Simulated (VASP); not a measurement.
A run of VASP 6.6.1 is set up as follows.

File INCAR:

```
SYSTEM = Ge
ALGO = Normal
EDIFF = 1E-6
ENCUT = 520
GGA = RP
ISIF = 2
ISMEAR = -1
LASPH = .TRUE.
LCHARG = .TRUE.
LELF = .TRUE.
LREAL = .FALSE.
LVHAR = .TRUE.
LWAVE = .FALSE.
NBANDS = 21
NELM = 60
PREC = Accurate
SIGMA = 0.05
```

The input KPOINTS:

```
k-points
0
G
  11 11 11
  0 0 0
```

The input POSCAR:

```
Ge
1.0
   -2.5744897190      2.5744897190      1.3974126432
    2.5744897190     -2.5744897190      1.3974126432
    2.5744897190      2.5744897190     -1.3974126432
Ge
2
Direct
    0.5000000000      0.5000000000      0.0000000000
    0.2500000000      0.7500000000      0.5000000000
```

Potentials or basis: VASP PAW PBE potentials, release 64 (Ge_d).

Command:

```bash
$ cat potpaw_PBE.64/Ge_d/POTCAR > POTCAR
$ mpirun -np 1 vasp_std > vasp.out
```

Problem. Estimate the band gap on the k mesh.

Solution. Zero (band 14 reaches 8.67 eV, above the bottom of band 15 at 3.93 eV).

Problem. Estimate the pressure.

Solution. 4.8 GPa.

Stress tensor (GPa, compression positive):
```
4.86 0.00 0.00
0.00 4.86 0.00
0.00 0.00 4.75
```

Caveat: the PAW data sets were made with another functional, which shifts forces and pressure a little.
